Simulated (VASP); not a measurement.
The system is PbF2.

```xyz
3
Lattice="0.0000 2.9637 2.9637 2.9637 0.0000 2.9637 2.9637 2.9637 0.0000" Properties=species:S:1:pos:R:3 pbc="T T T"
Pb    0.0000    0.0000    0.0000
F     4.4455    4.4455    4.4455
F     1.4818    1.4818    1.4818
```

```yaml
Program: VASP 6.6.1
Task: relaxation of cell and atoms
Functional: revPBE
Potentials_or_basis: VASP PAW PBE potentials, release 64 (Pb_d, F)
Cutoff: 600 eV
k_mesh: 8 × 8 × 8
Occupations: fermi-dirac, width 0.05 eV
Spin: no spin polarisation
```

At the start: pressure 4.8 GPa; volume 17.35 Å³/atom.

Problem. Where does the relaxation end?

Solution. Over 3 steps the energy falls by 17.7 meV/atom and the volume is 18.60 Å³/atom (+7.2 %); space group Fm-3m (No. 225, to 0.1 Å) before and after.

The path:
```
step  energy change (eV)  largest force (eV/Å)  pressure (GPa)  volume (Å³)
   1              0.0000                0.0000            4.85        52.06
   2             -0.0528                0.0000           -0.32        56.12
   3             -0.0531                0.0000            0.01        55.81
```

Final structure:
```
Pb F
1.0
     0.00000    3.03308    3.03308
     3.03308    0.00000    3.03308
     3.03308    3.03308    0.00000
Pb F
1 2
Direct
  0.00000 0.00000 0.00000
  0.75000 0.75000 0.75000
  0.25000 0.25000 0.25000
```

Caveat: the PAW data sets were made with another functional, which shifts forces and pressure a little.
